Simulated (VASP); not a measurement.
Runs of VASP 6.6.1 on MnO. The structure is that of space group P6_3mc (No. 186), or close to it. The cells are those of the table. 

```csv
cell,gap on the mesh (eV),pressure (GPa),moment (μB),largest force (eV/Å)
"a = 3.303, b = 3.303, c = 5.276 Å, angles 90.0, 90.0, 120.0°, 4 atoms",none,9.3,(b),0.78
"a = 3.304, b = 3.304, c = 5.386 Å, angles 90.0, 90.0, 120.0°, 4 atoms",none,6.1,9.93,0.45
"a = 3.349, b = 3.349, c = 5.349 Å, angles 90.0, 90.0, 120.0°, 4 atoms",none,3.9,9.97,0.66
"a = 3.405, b = 3.405, c = 5.386 Å, angles 90.0, 90.0, 120.0°, 4 atoms",none,-1.0,9.99,0.67
"a = 3.360, b = 3.360, c = 5.367 Å, angles 90.0, 90.0, 120.0°, 4 atoms",none,(a),9.98,0.64
"a = 3.383, b = 3.383, c = 5.403 Å, angles 90.0, 90.0, 120.0°, 4 atoms",none,(d),9.99,0.59
"a = 3.372, b = 3.372, c = 5.386 Å, angles 90.0, 90.0, 120.0°, 4 atoms",none,(c),9.99,0.61
```

Alike in all rows: task electric field gradients; level PBEsol; potentials or basis VASP PAW PBE potentials, release 64 (Mn_pv, O); spin collinear, ferromagnetic start; k mesh 14 × 14 × 8; cutoff (eV) 520; smearing fermi-dirac 0.05 eV.

**Question.** Estimate the missing entries.

**Answer.** (a) 2.5; (b) 9.84; (c) 1.2; (d) -0.1.

Caveats: the PAW data sets were made with another functional, which shifts forces and pressure a little; semilocal functionals often make such compounds metallic where correlation or magnetic order opens a gap, which also shifts bond lengths; only a ferromagnetic start was run, and an antiferromagnetic order may lie lower in energy; the cell stands under pressure (at least some runs).

A gap of «none» marks levels without a gap at the run's occupations.
